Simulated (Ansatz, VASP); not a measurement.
## Two plane-wave programs on Fe

```
Fe
1.0
     2.40856    0.00000    0.00000
    -1.20428    2.08587    0.00000
     0.00000    0.00000   24.83290
Fe
6
Direct
  0.66667 0.33333 0.30177
  0.33333 0.66667 0.38044
  0.00000 0.00000 0.46055
  0.66667 0.33333 0.53945
  0.33333 0.66667 0.61956
  0.00000 0.00000 0.69823
```

Alike in both runs: functional PBEsol; k mesh 15 × 15 × 1; occupations gaussian, width 0.1 eV; collinear spin.

Ansatz relaxed the structure, and its values are those at the end. VASP's run is a single point on that final structure, the one shown.

|  | VASP | Ansatz |
| --- | --- | --- |
| version | VASP 6.6.1 | Ansatz 0.2.0 |
| potentials or method | VASP PAW PBE potentials, release 64 (Fe), cutoff 520 eV | scalar-relativistic, plane waves, PAW |
| valence electrons in the cell | 48 | 96 |

VASP gave:

| Property | Result |
| --- | --- |
| gap on the k mesh at the Fermi level (eV) | none |
| rms of the force components (eV/Å) | 0.275 |
| net moment per atom (μB) | 0.18 |
| size of the moment on the site where the two differ most (μB) | 0.06 |

Problem. What did Ansatz give for the same quantities?

Solution. gap on the k mesh at the Fermi level (eV): none; rms of the force components (eV/Å): 0.005; net moment per atom (μB): 0.23; size of the moment on the site where the two differ most (μB): 1.39.

VASP's potentials were made for PBE, not for PBEsol. Site moments also hang on the region over which each program counts them. A gap of «none» marks a metal or a gap that the smearing closes. VASP's potentials hold 48 valence electrons a cell and Ansatz's 96, so a difference there can come from the potentials and not from the codes. Ansatz's warnings: seeded moment not kept.
